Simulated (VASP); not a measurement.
# C (Fd-3m) in VASP: notebook

Runs on C. Level: LDA. Tasks: single point.

Program: VASP 6.6.1. These are calculated values, not measurements. Logs are shortened: lines on timing, memory, paths and dates and some standing lists are left out, and cuts for length are marked.

## Step 1: The cell of the first run

Symmetry: Fd-3m, No. 227, cubic system. Conventional cell: a = 3.543 Å, b = 3.543 Å, c = 3.543 Å, α = 90.00°, β = 90.00°, γ = 90.00°. Within 2.0 Å of C (site symmetry -43m) lie 4 C at 1.53 Å.

## Step 2: Single point, LDA (volume scaled by 0.98)

Contents of INCAR:

```
ALGO     = Normal         # electronic algorithm
EDIFF    = 1E-6           # SCF threshold, eV
ENCUT    = 520            # plane-wave cutoff, eV
GGA      = CA             # functional
ISIF     = 2              # what is computed and relaxed
ISMEAR   = -1             # smearing method
LASPH    = T              # aspherical terms in the spheres
LCHARG   = F              # write CHGCAR
LREAL    = F              # projectors in reciprocal space
LWAVE    = F              # write WAVECAR
NBANDS   = 11             # bands
NELM     = 60             # most SCF steps
PREC     = Accurate       # precision mode
SIGMA    = 0.08           # smearing width, eV
```

Contents of KPOINTS:

```
k-points
0
Gamma
  20 20 20
```

Contents of POSCAR:

```
C
1.0
    0.0000000000      1.7714305118      1.7714305118
    1.7714305118      0.0000000000      1.7714305118
    1.7714305118      1.7714305118      0.0000000000
C
2
Direct
    0.5000000000      0.5000000000      0.5000000000
    0.7500000000      0.7500000000      0.7500000000
```

Potentials or basis: VASP PAW LDA potentials, release 64 (C).

The run is started by

```sh
> cat potpaw_LDA.64/C/POTCAR > POTCAR
> mpirun -np 1 vasp_std > vasp.out
```

OUTCAR:

```text
EDIFF = 1E-6
   ENCUT = 520
   GGA = CA
   ISIF = 2
   ISMEAR = -1
   LASPH = T
   LREAL = F
   NELM = 60
   PREC = Accurate

 ion  position               nearest neighbor table
   1  0.500  0.500  0.500-   2 1.53   2 1.53   2 1.53   2 1.53
   2  0.750  0.750  0.750-   1 1.53   1 1.53   1 1.53   1 1.53

  LATTYP: Found a face centered cubic cell.
 ALAT       =     3.5428610236

  Lattice vectors:

 A1 = (   0.0000000000,   1.7714305118,   1.7714305118)
 A2 = (   1.7714305118,   0.0000000000,   1.7714305118)
 A3 = (   1.7714305118,   1.7714305118,   0.0000000000)

Analysis of symmetry for initial positions (statically):
=====================================================================
 Subroutine PRICEL returns:
 Original cell was already a primitive cell.

 Routine SETGRP: Setting up the symmetry group for a
 face centered cubic supercell.

 Subroutine GETGRP returns: Found 48 space group operations
 (whereof 24 operations were pure point group operations)
 out of a pool of 48 trial point group operations.

The static configuration has the point symmetry T_d .
 The point group associated with its full space group is O_h .

Analysis of symmetry for dynamics (positions and initial velocities):
=====================================================================
 Subroutine PRICEL returns:
 Original cell was already a primitive cell.

 Routine SETGRP: Setting up the symmetry group for a
 face centered cubic supercell.

 Subroutine GETGRP returns: Found 48 space group operations
 (whereof 24 operations were pure point group operations)
 out of a pool of 48 trial point group operations.

The dynamic configuration has the point symmetry T_d .
 The point group associated with its full space group is O_h .

 Subroutine INISYM returns: Found 48 space group operations
 (whereof 24 operations are pure point group operations),
 and found     1 'primitive' translations

----------------------------------------------------------------------------------------

                                     Primitive cell

  volume of cell :      11.1174

  direct lattice vectors                    reciprocal lattice vectors
     0.000000000  1.771430512  1.771430512    -0.282257755  0.282257755  0.282257755
     1.771430512  0.000000000  1.771430512     0.282257755 -0.282257755  0.282257755
     1.771430512  1.771430512  0.000000000     0.282257755  0.282257755 -0.282257755

  length of vectors
     2.505181055  2.505181055  2.505181055     0.488884773  0.488884773  0.488884773

  position of ions in fractional coordinates (direct lattice)
     0.500000000  0.500000000  0.500000000
     0.750000000  0.750000000  0.750000000

  ion indices of the primitive-cell ions
   primitive index   ion index
                 1           1
                 2           2

----------------------------------------------------------------------------------------

 KPOINTS: k-points

Automatic generation of k-mesh.
 Grid dimensions read from file:
 generate k-points for:   20   20   20

 Generating k-lattice:

  Cartesian coordinates                     Fractional coordinates (reciprocal lattice)
    -0.014112888  0.014112888  0.014112888     0.050000000  0.000000000  0.000000000
     0.014112888 -0.014112888  0.014112888     0.000000000  0.050000000  0.000000000
     0.014112888  0.014112888 -0.014112888     0.000000000  0.000000000  0.050000000

  Length of vectors
     0.024444239  0.024444239  0.024444239

  Shift w.r.t. Gamma in fractional coordinates (k-lattice)
     0.000000000  0.000000000  0.000000000

 Subroutine IBZKPT returns following result:
 ===========================================

 Found    256 irreducible k-points:

 Following reciprocal coordinates:
            Coordinates               Weight
  0.000000  0.000000  0.000000      1.000000
  0.050000  0.000000  0.000000      8.000000
  0.100000  0.000000  0.000000      8.000000
  0.150000  0.000000  0.000000      8.000000
  0.200000  0.000000  0.000000      8.000000
  0.250000  0.000000  0.000000      8.000000
[... 16 lines left out ...]
 -0.400000  0.050000  0.000000     24.000000
 -0.350000  0.050000  0.000000     24.000000
 [... further k-points ...]
   k-points           NKPTS =    256   k-points in BZ     NKDIM =    256   number of bands    NBANDS=     11
   number of dos      NEDOS =    301   number of ions     NIONS =      2
   total plane-waves  NPLWV =   8000
   dimension x,y,z NGX =    20 NGY =   20 NGZ =   20
   dimension x,y,z NGXF=    40 NGYF=   40 NGZF=   40
   ions per type =               2
   NGX,Y,Z   is equivalent  to a cutoff of  13.27, 13.27, 13.27 a.u.
   NGXF,Y,Z  is equivalent  to a cutoff of  26.54, 26.54, 26.54 a.u.
 SYSTEM =  unknown system
   PREC   = accura    normal or accurate (medium, high low for compatibility)
   ISTART =      0    job   : 0-new  1-cont  2-samecut
   ICHARG =      2    charge: 1-file 2-atom 10-const
   ISPIN  =      1    spin polarized calculation?
   LNONCOLLINEAR =      F non collinear calculations
   LSORBIT =      F    spin-orbit coupling
   LASPH  =      T    aspherical Exc in radial PAW
   ENCUT  =  520.0 eV  38.22 Ry    6.18 a.u.   4.66  4.66  4.66*2*pi/ulx,y,z
   NELM   =     60;   NELMIN=  2; NELMDL= -5     # of ELM steps
   EDIFF  = 0.1E-05   stopping-criterion for ELM
   LREAL  =      F    real-space projection
   EDIFFG = 0.1E-04   stopping-criterion for IOM
   NSW    =      0    number of steps for IOM
   IBRION =     -1    ionic relax: 0-MD 1-quasi-New 2-CG
   NFREE  =      0    steps in history (QN), initial steepest desc. (CG)
   ISIF   =      2    stress and relaxation
   ISYM   =      2    0-nonsym 1-usesym 2-fastsym
   POTIM  = 0.5000    time-step for ionic-motion
   TEBEG  =    0.0;   TEEND  =   0.0 temperature during run
   PSTRESS=    0.0 pullay stress
   NELECT =       8.0000    total number of electrons
   NUPDOWN=      -1.0000    fix difference up-down
   EMIN   =  10.00;   EMAX   =-10.00  energy-range for DOS
   EFERMI =   0.00;   METHOD = LEGACY
   ISMEAR =    -1;   SIGMA  =   0.08  broadening in eV -4-tet -1-fermi 0-gaus
   EFERMI_NEDOS =   21; number of points for ismear=-14 and -15
   IALGO  =     38    algorithm
   IMIX   =      4    mixing-type and parameters
     AMIX     =   0.40;   BMIX     =  1.00
     AMIX_MAG =   1.60;   BMIX_MAG =  1.00
  volume/ion in A,a.u.               =       5.56        37.51
  Fermi-wavevector in a.u.,A,eV,Ry     =   1.467025  2.772274 29.281927  2.152161
  Thomas-Fermi vector in A             =   2.582692
   LORBIT       =      0    0 simple, 1 ext, 2 COOP (PROOUT), +10 PAW based schemes
   GGA     = CA    functional components
   LHFCALC =     F    Hartree Fock is set to
   AEXX    =    0.0000 exact exchange contribution
   IVDW    =     0    specifies the selected vdW correction
   LEPSILON=     F    determine dielectric tensor
   LRPA    =     F    only Hartree local field effects (RPA)
 non-spin polarized calculation
  energy-cutoff  :      520.00
  volume of cell :       11.12
 maximum number of plane-waves:       311
   NGX =  9   NGY =  9   NGZ =  9

 number of electron       7.9999999 magnetization

 Free energy of the ion-electron system (eV)
  ---------------------------------------------------
  ext. energy  EPLUGINS =         0.00000000
  ---------------------------------------------------
  free energy    TOTEN  =       -20.24506042 eV

  energy without entropy =      -20.24506042  energy(sigma->0) =      -20.24506042

 E-fermi :  11.4219     XC(G=0): -13.5973

 val. band max:       10.0208798450   @ k =   0.0000   0.0000   0.0000
 cond. band min:      14.1725261406   @ k =   0.3500   0.3500   0.0000
 fundamental gap:      4.1516462956
 Fermi energy:        11.4218733347

 k-point     1 :       0.0000    0.0000    0.0000
  band No.  band energies     occupation
      1     -11.5682      2.00000
      2      10.0209      2.00000
      3      10.0209      2.00000
      4      10.0209      2.00000
      5      15.6201      0.00000
      6      15.6201      0.00000
      7      15.6201      0.00000
      8      24.0406      0.00000
      9      29.2907      0.00000
     10      36.8770      0.00000
     11      36.8770      0.00000

 k-point     2 :       0.0500    0.0000    0.0000
  band No.  band energies     occupation
      1     -11.4979      2.00000
      2       9.5340      2.00000
      3       9.8947      2.00000
      4       9.8947      2.00000
      5      15.7847      0.00000
      6      15.7847      0.00000
      7      15.9290      0.00000
      8      24.0830      0.00000
      9      29.4088      0.00000
     10      35.4998      0.00000
     11      35.4998      0.00000

 k-point     3 :       0.1000    0.0000    0.0000
  band No.  band energies     occupation
      1     -11.2877      2.00000
      2       8.3374      2.00000
      3       9.5656      2.00000
      4       9.5656      2.00000
      5      16.2165      0.00000
      6      16.2165      0.00000
      7      16.6032      0.00000
      8      24.2072      0.00000
      9      29.7235      0.00000
     10      34.1548      0.00000
     11      34.1548      0.00000

 k-point     4 :       0.1500    0.0000    0.0000
  band No.  band energies     occupation
      1     -10.9383      2.00000
      2       6.7974      2.00000
      3       9.1321      2.00000
      4       9.1321      2.00000
      5      16.7846      0.00000
      6      16.7846      0.00000
      7      17.3150      0.00000
      8      24.4055      0.00000
      9      30.1251      0.00000
     10      33.1700      0.00000
     11      33.1700      0.00000
[... 239 lines left out ...]
 k-point    22 :      -0.4500    0.0500    0.0000
  band No.  band energies     occupation
      1      -5.8650      2.00000
      2      -3.1421      2.00000
      3       6.8578      2.00000
      4       7.1582      2.00000
      5      18.4711      0.00000
      6      18.6215      0.00000
      7      19.5011      0.00000
      8      25.6220      0.00000
      9      31.5228      0.00000
     10      34.4302      0.00000
     11      35.3556      0.00000

 k-point    23 :      -0.4000    0.0500    0.0000
  band No.  band energies     occupation
      1      -6.8268      2.00000
      2      -1.9158      2.00000
      3       6.8668      2.00000
      4       7.3579      2.00000
      5      18.4950      0.00000
      6      18.5731      0.00000
      7      19.4182      0.00000
      8      25.5292      0.00000
      9      31.3041      0.00000
     10      34.1603      0.00000
     11      34.6224      0.00000

 k-point    24 :      -0.3500    0.0500    0.0000
  band No.  band energies     occupation
      1      -7.8261      2.00000
      2      -0.4308      2.00000
      3       6.9697      2.00000
      4       7.6387      2.00000
      5      18.3244      0.00000
      6      18.6357      0.00000
      7      19.2630      0.00000
      8      25.3458      0.00000
      9      31.0777      0.00000
     10      32.9757      0.00000
     11      34.4942      0.00000

 [... further k-points ...]

------------------------ aborting loop because EDIFF is reached ----------------------------------------

  FORCE on cell =-STRESS in cart. coord.  units (eV):
  Direction    XX          YY          ZZ          XY          YZ          ZX
  --------------------------------------------------------------------------------------
  -------------------------------------------------------------------------------------
  Total       -0.1917049     -0.1917049     -0.1917049      0.0000000      0.0000000      0.0000000
  in kB      -27.6274925    -27.6274925    -27.6274925      0.0000000      0.0000000      0.0000000
  external PRESSURE =     -27.6274925 kB  Pullay stress =       0.0000000 kB

 VOLUME and BASIS-vectors are now :
 -----------------------------------------------------------------------------
  energy-cutoff  :      520.00
  volume of cell :       11.12
      direct lattice vectors                 reciprocal lattice vectors
     0.000000000  1.771430512  1.771430512    -0.282257755  0.282257755  0.282257755
     1.771430512  0.000000000  1.771430512     0.282257755 -0.282257755  0.282257755
     1.771430512  1.771430512  0.000000000     0.282257755  0.282257755 -0.282257755

 POSITION                                       TOTAL-FORCE (eV/Angst)
 -----------------------------------------------------------------------------------
      1.77143      1.77143      1.77143         0.000000     -0.000000      0.000000
      2.65715      2.65715      2.65715        -0.000000      0.000000     -0.000000
 -----------------------------------------------------------------------------------
    total drift:                                0.000000     -0.000000      0.000000

  FREE ENERGIE OF THE ION-ELECTRON SYSTEM (eV)
  ---------------------------------------------------
  free  energy   TOTEN  =       -20.2450604193 eV

  energy  without entropy=      -20.2450604192  energy(sigma->0) =      -20.24506042
```

It took 40 s on 1 thread of Intel Xeon 8259CL, shared host; peak memory 0.13 GiB.

Results:

```
Free energy            : -20.2451 eV
Pressure               : -2.8 GPa
Band gap on the k mesh : 4.15 eV, indirect (least direct gap 5.60 eV)
```

 A k mesh can miss the band edges.

## Step 3: Single point, LDA (volume scaled by 1.025)

Contents of INCAR:

```
ALGO = Normal ; EDIFF = 1E-6
ENCUT = 520 ; GGA = CA
ISIF = 2 ; ISMEAR = -1
LASPH = T ; LCHARG = T
LELF = T ; LREAL = F
LVHAR = T ; LWAVE = F
NBANDS = 11 ; NELM = 80
PREC = Accurate ; SIGMA = 0.08
```

KPOINTS is that of step 2.

Contents of POSCAR:

```
C
1.0
    0.0000000000      1.7981395114      1.7981395114
    1.7981395114      0.0000000000      1.7981395114
    1.7981395114      1.7981395114      0.0000000000
C
2
Direct
    0.5000000000      0.5000000000      0.5000000000
    0.7500000000      0.7500000000      0.7500000000
```

Potentials or basis: VASP PAW LDA potentials, release 64 (C).

The run is started by

```sh
> cat potpaw_LDA.64/C/POTCAR > POTCAR
> mpirun -np 1 vasp_std > vasp.out
```

Wall time 42 s (1 thread of Intel Xeon 8259CL, shared host); peak memory 0.13 GiB.

Results (log left out):

```
Free energy            : -20.2061 eV
Pressure               : -21.6 GPa
Band gap on the k mesh : 4.04 eV, indirect (least direct gap 5.47 eV)
```

Levels at points of the mesh, in eV from the valence-band top:
```
           k point  band 1  band 2  band 3  band 4  band 5  band 6  band 7  band 8  band 9
(0.00, 0.00, 0.00)  -20.99    0.00    0.00    0.00    5.47    5.47    5.47   13.00   18.68
(0.50, 0.00, 0.00)  -15.29  -13.09   -2.73   -2.73    8.28    8.28    8.68   15.18   21.17
(0.50, 0.50, 0.00)  -12.44  -12.44   -6.14   -6.14    4.65    4.65   16.26   16.26   22.48
```
